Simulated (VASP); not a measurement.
# Cu (I4/mmm) in VASP: notebook

Runs on Cu. Level: PBE. Tasks: single point.

All numbers are computed with VASP 6.6.1; they aren't measurements. Logs are shortened: lines on timing, memory, paths and dates and some standing lists are left out, and cuts for length are marked.

**1. The cell of the first run**

Symmetry: I4/mmm, No. 139, tetragonal system. Conventional cell: a = 2.501 Å, b = 2.501 Å, c = 3.820 Å, α = 90.00°, β = 90.00°, γ = 90.00°. Within 3.3 Å of Cu (site symmetry 4/mmm) lie 12 Cu at 2.50 to 2.60 Å.

**2. Single point, PBE (11.94 Å³/atom)**

Input file INCAR:

```
PREC = Accurate
ENCUT = 520
EDIFF = 1E-7
ISMEAR = 0
SIGMA = 0.15
LREAL = F
LASPH = T
NELM = 100
ALGO = Fast
ISIF = 2
LWAVE = F
LCHARG = F
GGA = PE
NBANDS = 12
```

Input file KPOINTS:

```
regular mesh
0
Gamma
  24 24 24
```

Input file POSCAR:

```
Cu
1.0
    0.0000000000      1.7681908339      1.9101765579
    1.7681908339      0.0000000000      1.9101765579
    1.7681908339      1.7681908339      0.0000000000
Cu
1
Direct
    0.0000000000      0.0000000000      0.0000000000
```

Potentials or basis: VASP PAW PBE potentials, release 64 (Cu).

Run with:

```
$ cat potpaw_PBE.64/Cu/POTCAR > POTCAR
$ mpirun -np 1 vasp_std > vasp.out
```

OUTCAR:

```text
PREC = Accurate
   ENCUT = 520
   EDIFF = 1E-7
   ISMEAR = 0
   LREAL = F
   LASPH = T
   NELM = 100
   ISIF = 2
   GGA = PE

 ion  position               nearest neighbor table
   1  0.000  0.000  0.000-

  LATTYP: Found a body centered tetragonal cell.
 ALAT       =     2.5005994582
 C/A-ratio  =     1.5277749115

  Lattice vectors:

 A1 = (  -1.7681908339,   0.0000000000,   1.9101765579)
 A2 = (   1.7681908339,   0.0000000000,   1.9101765579)
 A3 = (   0.0000000000,   1.7681908339,  -1.9101765579)

Analysis of symmetry for initial positions (statically):
=====================================================================
 Subroutine PRICEL returns:
 Original cell was already a primitive cell.

 Routine SETGRP: Setting up the symmetry group for a
 body centered tetragonal supercell.

 Subroutine GETGRP returns: Found 16 space group operations
 (whereof 16 operations were pure point group operations)
 out of a pool of 16 trial point group operations.

The static configuration has the point symmetry D_4h.

Analysis of symmetry for dynamics (positions and initial velocities):
=====================================================================
 Subroutine PRICEL returns:
 Original cell was already a primitive cell.

 Routine SETGRP: Setting up the symmetry group for a
 body centered tetragonal supercell.

 Subroutine GETGRP returns: Found 16 space group operations
 (whereof 16 operations were pure point group operations)
 out of a pool of 16 trial point group operations.

The dynamic configuration has the point symmetry D_4h.

 Subroutine INISYM returns: Found 16 space group operations
 (whereof 16 operations are pure point group operations),
 and found     1 'primitive' translations

----------------------------------------------------------------------------------------

                                     Primitive cell

  volume of cell :      11.9443

  direct lattice vectors                    reciprocal lattice vectors
     0.000000000  1.768190834  1.910176558    -0.282774908  0.282774908  0.261755908
     1.768190834  0.000000000  1.910176558     0.282774908 -0.282774908  0.261755908
     1.768190834  1.768190834  0.000000000     0.282774908  0.282774908 -0.261755908

  length of vectors
     2.602935517  2.602935517  2.500599458     0.477953400  0.477953400  0.477953400

  position of ions in fractional coordinates (direct lattice)
     0.000000000  0.000000000  0.000000000

  ion indices of the primitive-cell ions
   primitive index   ion index
                 1           1

----------------------------------------------------------------------------------------

 KPOINTS: regular mesh

Automatic generation of k-mesh.
 Grid dimensions read from file:
 generate k-points for:   24   24   24

 Generating k-lattice:

  Cartesian coordinates                     Fractional coordinates (reciprocal lattice)
    -0.011782288  0.011782288  0.010906496     0.041666667  0.000000000  0.000000000
     0.011782288 -0.011782288  0.010906496     0.000000000  0.041666667  0.000000000
     0.011782288  0.011782288 -0.010906496     0.000000000  0.000000000  0.041666667

  Length of vectors
     0.019914725  0.019914725  0.019914725

  Shift w.r.t. Gamma in fractional coordinates (k-lattice)
     0.000000000  0.000000000  0.000000000

 Subroutine IBZKPT returns following result:
 ===========================================

 Found   1063 irreducible k-points:

 Following reciprocal coordinates:
            Coordinates               Weight
  0.000000  0.000000  0.000000      1.000000
  0.041667  0.000000  0.000000      8.000000
  0.083333  0.000000  0.000000      8.000000
  0.125000  0.000000  0.000000      8.000000
  0.166667  0.000000  0.000000      8.000000
  0.208333  0.000000  0.000000      8.000000
[... 16 lines left out ...]
  0.416667  0.041667  0.000000      8.000000
  0.458333  0.041667  0.000000      8.000000
 [... further k-points ...]
   k-points           NKPTS =   1063   k-points in BZ     NKDIM =   1063   number of bands    NBANDS=     12
   number of dos      NEDOS =    301   number of ions     NIONS =      1
   total plane-waves  NPLWV =   8000
   dimension x,y,z NGX =    20 NGY =   20 NGZ =   20
   dimension x,y,z NGXF=    40 NGYF=   40 NGZF=   40
   ions per type =               1
   NGX,Y,Z   is equivalent  to a cutoff of  12.77, 12.77, 13.30 a.u.
   NGXF,Y,Z  is equivalent  to a cutoff of  25.55, 25.55, 26.59 a.u.
 SYSTEM =  unknown system
   PREC   = accura    normal or accurate (medium, high low for compatibility)
   ISTART =      0    job   : 0-new  1-cont  2-samecut
   ICHARG =      2    charge: 1-file 2-atom 10-const
   ISPIN  =      1    spin polarized calculation?
   LNONCOLLINEAR =      F non collinear calculations
   LSORBIT =      F    spin-orbit coupling
   LASPH  =      T    aspherical Exc in radial PAW
   ENCUT  =  520.0 eV  38.22 Ry    6.18 a.u.   4.84  4.84  4.65*2*pi/ulx,y,z
   NELM   =    100;   NELMIN=  2; NELMDL= -5     # of ELM steps
   EDIFF  = 0.1E-06   stopping-criterion for ELM
   LREAL  =      F    real-space projection
   EDIFFG = 0.1E-05   stopping-criterion for IOM
   NSW    =      0    number of steps for IOM
   IBRION =     -1    ionic relax: 0-MD 1-quasi-New 2-CG
   NFREE  =      0    steps in history (QN), initial steepest desc. (CG)
   ISIF   =      2    stress and relaxation
   ISYM   =      2    0-nonsym 1-usesym 2-fastsym
   POTIM  = 0.5000    time-step for ionic-motion
   TEBEG  =    0.0;   TEEND  =   0.0 temperature during run
   PSTRESS=    0.0 pullay stress
   NELECT =      11.0000    total number of electrons
   NUPDOWN=      -1.0000    fix difference up-down
   EMIN   =  10.00;   EMAX   =-10.00  energy-range for DOS
   EFERMI =   0.00;   METHOD = LEGACY
   ISMEAR =     0;   SIGMA  =   0.15  broadening in eV -4-tet -1-fermi 0-gaus
   EFERMI_NEDOS =   21; number of points for ismear=-14 and -15
   IALGO  =     68    algorithm
   IMIX   =      4    mixing-type and parameters
     AMIX     =   0.40;   BMIX     =  1.00
     AMIX_MAG =   1.60;   BMIX_MAG =  1.00
  volume/ion in A,a.u.               =      11.94        80.60
  Fermi-wavevector in a.u.,A,eV,Ry     =   1.592765  3.009890 34.516640  2.536901
  Thomas-Fermi vector in A             =   2.691100
   LORBIT       =      0    0 simple, 1 ext, 2 COOP (PROOUT), +10 PAW based schemes
   GGA     = PE    functional components
   LHFCALC =     F    Hartree Fock is set to
   AEXX    =    0.0000 exact exchange contribution
   IVDW    =     0    specifies the selected vdW correction
   LEPSILON=     F    determine dielectric tensor
   LRPA    =     F    only Hartree local field effects (RPA)
 non-spin polarized calculation
 RMM-DIIS sequential band-by-band and
 Gauss-broadening in eV      SIGMA  =   0.15
  energy-cutoff  :      520.00
  volume of cell :       11.94
 maximum number of plane-waves:       340
   NGX =  9   NGY =  9   NGZ =  9

 number of electron      11.0000005 magnetization

 Free energy of the ion-electron system (eV)
  ---------------------------------------------------
  ext. energy  EPLUGINS =         0.00000000
  ---------------------------------------------------
  free energy    TOTEN  =        -3.71998422 eV

  energy without entropy =       -3.71699949  energy(sigma->0) =       -3.71849186

 E-fermi :   7.4734     XC(G=0): -12.6600

 val. band max:        7.4450212472   @ k =   0.5000   0.1250   0.0000
 cond. band min:       7.4895687674   @ k =  -0.1250   0.3333   0.2917
 fundamental gap:      0.0445475202
 Fermi energy:         7.4734210073

 k-point     1 :       0.0000    0.0000    0.0000
  band No.  band energies     occupation
      1      -1.8178      2.00000
      2       4.2030      2.00000
      3       4.5923      2.00000
      4       4.5923      2.00000
      5       5.0516      2.00000
      6       5.4371      2.00000
      7      30.0628      0.00000
      8      32.4024      0.00000
      9      32.6473      0.00000
     10      32.6473      0.00000
     11      35.0089      0.00000
     12      35.0091      0.00000

 k-point     2 :       0.0417    0.0000    0.0000
  band No.  band energies     occupation
      1      -1.7547      2.00000
      2       4.2096      2.00000
      3       4.5843      2.00000
      4       4.6038      2.00000
      5       5.0498      2.00000
      6       5.4297      2.00000
      7      29.7300      0.00000
      8      31.5753      0.00000
      9      32.2495      0.00000
     10      32.4531      0.00000
     11      35.3039      0.00000
     12      35.4262      0.00000

 k-point     3 :       0.0833    0.0000    0.0000
  band No.  band energies     occupation
      1      -1.5668      2.00000
      2       4.2243      2.00000
      3       4.5632      2.00000
      4       4.6364      2.00000
      5       5.0482      2.00000
      6       5.4095      2.00000
      7      28.2741      0.00000
      8      30.8356      0.00000
      9      31.7323      0.00000
     10      32.0449      0.00000
     11      35.8947      0.00000
     12      36.0186      0.00000

 k-point     4 :       0.1250    0.0000    0.0000
  band No.  band energies     occupation
      1      -1.2575      2.00000
      2       4.2335      2.00000
      3       4.5369      2.00000
      4       4.6837      2.00000
      5       5.0580      2.00000
      6       5.3827      2.00000
      7      26.1969      0.00000
      8      30.4848      0.00000
      9      31.2462      0.00000
     10      31.6145      0.00000
     11      35.4777      0.00000
     12      36.9116      0.00000

 k-point     5 :       0.1667    0.0000    0.0000
  band No.  band energies     occupation
      1      -0.8341      2.00000
      2       4.2245      2.00000
      3       4.5113      2.00000
      4       4.7343      2.00000
      5       5.0954      2.00000
      6       5.3605      2.00000
      7      24.0360      0.00000
      8      30.0177      0.00000
      9      30.9244      0.00000
     10      31.2344      0.00000
     11      34.8248      0.00000
     12      37.5863      0.00000
[... 228 lines left out ...]
      1       1.3461      2.00000
      2       4.3050      2.00000
      3       4.3539      2.00000
      4       4.7544      2.00000
      5       5.5055      2.00000
      6       5.5726      2.00000
      7      16.7910      0.00000
      8      28.0336      0.00000
      9      29.2919      0.00000
     10      30.0052      0.00000
     11      32.2404      0.00000
     12      36.9277      0.00000

 k-point    22 :       0.3750    0.0417    0.0000
  band No.  band energies     occupation
      1       1.8701      2.00000
      2       4.2952      2.00000
      3       4.6160      2.00000
      4       4.7120      2.00000
      5       5.6456      2.00000
      6       5.6826      2.00000
      7      15.0145      0.00000
      8      27.3758      0.00000
      9      29.3327      0.00000
     10      29.8383      0.00000
     11      32.0521      0.00000
     12      36.0466      0.00000

 k-point    23 :       0.4167    0.0417    0.0000
  band No.  band energies     occupation
      1       2.2162      2.00000
      2       4.2548      2.00000
      3       4.6710      2.00000
      4       5.0852      2.00000
      5       5.7062      2.00000
      6       5.9094      2.00000
      7      13.4102      0.00000
      8      26.8133      0.00000
      9      29.4802      0.00000
     10      29.7508      0.00000
     11      31.9126      0.00000
     12      35.2704      0.00000

 k-point    24 :       0.4583    0.0417    0.0000
  band No.  band energies     occupation
      1       2.3949      2.00000
      2       4.2300      2.00000
      3       4.6391      2.00000
      4       5.4781      2.00000
      5       5.7444      2.00000
      6       6.3095      2.00000
      7      12.0791      0.00000
      8      26.3705      0.00000
      9      29.7305      0.00000
     10      29.7323      0.00000
     11      31.8536      0.00000
     12      34.6165      0.00000

 [... further k-points ...]

------------------------ aborting loop because EDIFF is reached ----------------------------------------

  FORCE on cell =-STRESS in cart. coord.  units (eV):
  Direction    XX          YY          ZZ          XY          YZ          ZX
  --------------------------------------------------------------------------------------
  -------------------------------------------------------------------------------------
  Total        0.2174335      0.2174335     -0.2142370      0.0000000     -0.0000000      0.0000000
  in kB       29.1658925     29.1658925    -28.7371274      0.0000000     -0.0000000      0.0000000
  external PRESSURE =       9.8648859 kB  Pullay stress =       0.0000000 kB

 VOLUME and BASIS-vectors are now :
 -----------------------------------------------------------------------------
  energy-cutoff  :      520.00
  volume of cell :       11.94
      direct lattice vectors                 reciprocal lattice vectors
     0.000000000  1.768190834  1.910176558    -0.282774908  0.282774908  0.261755908
     1.768190834  0.000000000  1.910176558     0.282774908 -0.282774908  0.261755908
     1.768190834  1.768190834  0.000000000     0.282774908  0.282774908 -0.261755908

 POSITION                                       TOTAL-FORCE (eV/Angst)
 -----------------------------------------------------------------------------------
      0.00000      0.00000      0.00000         0.000000     -0.000000      0.000000
 -----------------------------------------------------------------------------------
    total drift:                               -0.000000     -0.000000     -0.000000

  FREE ENERGIE OF THE ION-ELECTRON SYSTEM (eV)
  ---------------------------------------------------
  free  energy   TOTEN  =        -3.7199842210 eV

  energy  without entropy=       -3.7169994903  energy(sigma->0) =       -3.71849186
```

Run time: 2 min. Hardware: 1 thread of AMD EPYC 7R13 (Zen 3), shared host; peak memory 0.22 GiB.

What came out:

```yaml
Free_energy: -3.7200 eV
Pressure: 1.0 GPa
Band_gap_on_the_k_mesh: zero (an odd number of electrons rules out a gap without spin polarisation)
```

Stress tensor (GPa, compression positive):
```
 2.92  0.00  0.00
 0.00  2.92  0.00
 0.00  0.00 -2.87
```

Caveat: the stress differs along the axes, from -3 to 3 GPa.

**3. Single point, PBE (12.58 Å³/atom)**

This run uses another cell than the first one, of 12.58 Å³/atom.

INCAR, as its differences from that of step 2:

```diff
@@ -7,3 +7,3 @@
 LASPH = T
-NELM = 100
+NELM = 60
 ALGO = Fast
```

Input file KPOINTS:

```
Automatic mesh
0
Gamma
  24 24 24
```

Input file POSCAR:

```
Cu
1.0
    0.0000000000      1.7990653130      1.9435302577
    1.7990653130      0.0000000000      1.9435302577
    1.7990653130      1.7990653130      0.0000000000
Cu
1
Direct
    0.0000000000      0.0000000000      0.0000000000
```

Potentials or basis: VASP PAW PBE potentials, release 64 (Cu).

Run with:

```
$ cat potpaw_PBE.64/Cu/POTCAR > POTCAR
$ mpirun -np 1 vasp_std > vasp.out
```

Wall time 2.1 min (1 thread of AMD EPYC 7R13 (Zen 3), shared host); peak memory 0.22 GiB.

The run converged. Its results:

```
Free energy            : -3.7104 eV
Pressure               : -5.6 GPa
Band gap on the k mesh : zero (an odd number of electrons rules out a gap without spin polarisation)
```

Stress tensor (GPa, compression positive):
```
-3.97  0.00  0.00
 0.00 -3.97  0.00
 0.00  0.00 -8.92
```

Levels at points of the mesh, in eV from the Fermi level:
| k point | band 3 | band 4 | band 5 | band 6 | band 7 | band 8 | band 9 | band 10 |
| --- | --- | --- | --- | --- | --- | --- | --- | --- |
| (0.00, 0.00, 0.00) | -2.73 | -2.73 | -2.31 | -1.95 | 22.17 | 24.21 | 24.33 | 24.33 |
| (0.50, 0.00, 0.00) | -2.72 | -1.66 | -1.54 | -0.82 | 3.46 | 18.78 | 21.83 | 22.37 |
| (0.50, 0.50, 0.00) | -1.60 | -1.49 | -1.49 | 0.56 | 5.40 | 13.78 | 13.78 | 17.93 |
| (0.50, 0.00, 0.50) | -1.64 | -1.59 | -1.35 | 2.07 | 7.33 | 11.96 | 12.18 | 16.50 |

Caveat: the cell stands under tension.

**4. Single point, PBE (13.85 Å³/atom)**

This run uses another cell than the first one, of 13.85 Å³/atom.

Input file INCAR:

```
PREC = Accurate
ENCUT = 820
EDIFF = 1E-6
ISMEAR = 0
SIGMA = 0.15
LREAL = False
LASPH = True
NELM = 120
ALGO = Normal
ISIF = 2
LWAVE = False
LCHARG = True
GGA = PE
LELF = True
LVHAR = True
NBANDS = 16
GGA_COMPAT = False
```

KPOINTS is that of step 3.

Input file POSCAR:

```
Cu
1.0
    0.0000000000      1.8578503108      2.0070356908
    1.8578503108      0.0000000000      2.0070356908
    1.8578503108      1.8578503108      0.0000000000
Cu
1
Direct
    0.0000000000      0.0000000000      0.0000000000
```

Potentials or basis: VASP PAW PBE potentials, release 64 (Cu_sv_GW).

Run with:

```
$ cat potpaw_PBE.64/Cu_sv_GW/POTCAR > POTCAR
$ mpirun -np 1 vasp_std > vasp.out
```

Wall time 4.2 min (1 thread of Intel Xeon Platinum 8559C (Emerald Rapids), shared host); peak memory 0.64 GiB.

Results (log left out):

| Property | Result |
| --- | --- |
| Free energy | -3.6920 eV |
| Pressure | -14.4 GPa |
| Band gap on the k mesh | zero (an odd number of electrons rules out a gap without spin polarisation) |

Stress tensor (GPa, compression positive):
```
-13.22   0.00   0.00
  0.00 -13.22   0.00
  0.00   0.00 -16.91
```

Levels at points of the mesh, in eV from the Fermi level:
| k point | band 8 | band 9 | band 10 | band 11 | band 12 | band 13 |
| --- | --- | --- | --- | --- | --- | --- |
| (0.00, 0.00, 0.00) | -2.46 | -2.09 | -1.78 | 21.39 | 22.76 | 22.76 |
| (0.50, 0.00, 0.00) | -1.53 | -1.42 | -0.60 | 3.02 | 17.69 | 20.81 |
| (0.50, 0.50, 0.00) | -1.38 | -1.38 | 0.67 | 4.83 | 12.97 | 12.97 |
| (0.50, 0.00, 0.50) | -1.47 | -1.25 | 2.05 | 6.67 | 11.22 | 11.50 |

Caveat: the cell stands under tension.

**5. The runs side by side**

| potentials or basis | cell | cutoff (eV) | gap on the mesh (eV) | pressure (GPa) |
| --- | --- | --- | --- | --- |
| VASP PAW PBE potentials, release 64 (Cu) | a = 2.603, b = 2.603, c = 2.501 Å, angles 61.3, 61.3, 57.4°, 1 atom | 520 | none | 1.0 |
| VASP PAW PBE potentials, release 64 (Cu) | a = 2.648, b = 2.648, c = 2.544 Å, angles 61.3, 61.3, 57.4°, 1 atom | 520 | none | -5.6 |
| VASP PAW PBE potentials, release 64 (Cu_sv_GW) | a = 2.735, b = 2.735, c = 2.627 Å, angles 61.3, 61.3, 57.4°, 1 atom | 820 | none | -14.4 |

Alike in all rows: task single point; level PBE; no spin polarisation; k mesh 24 × 24 × 24; smearing gaussian 0.15 eV.

Caveats: the cell stands under tension (at least some runs); the stress differs along the axes, from -3 to 3 GPa (at least some runs).

Absolute energies hang on the potentials; compare differences alone.

The gap in the log of VASP goes by the Fermi energy; the results here count the filled bands.